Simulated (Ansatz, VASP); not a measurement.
PbS: VASP beside Ansatz

```
Pb S
1.0
     3.02872   -2.98700    0.00000
     3.02872    2.98700    0.00000
    -1.11245    0.00000   11.70929
Pb S
2 2
Direct
  0.77560 0.77560 0.63638
  0.22440 0.22440 0.36362
  0.26840 0.26840 0.59860
  0.73160 0.73160 0.40140
```

Change from the starting cell: equal xx and yy strain of +3 %.

Alike in both runs: task single point; functional PBE; k mesh 7 × 7 × 3; occupations fermi-dirac, width 0.01 eV; no spin polarisation.

|  | VASP | Ansatz |
| --- | --- | --- |
| version | VASP 6.6.1 | Ansatz 0.2.0 |
| potentials or method | VASP PAW PBE potentials, release 64 (Pb_d, S), cutoff 520 eV | all-electron LAPW, scalar-relativistic |

```csv
,VASP,Ansatz,Ansatz less VASP
gap on the k mesh at the Fermi level (eV),1.54,1.54,+0.004
rms of the force components (eV/Å),0.281,0.280,-0.0015
```

Atom by atom the forces differ by 0.002 eV/Å (rms over components). Ansatz ran all-electron here, and VASP with PAW potentials.

Spin-orbit coupling is off throughout.
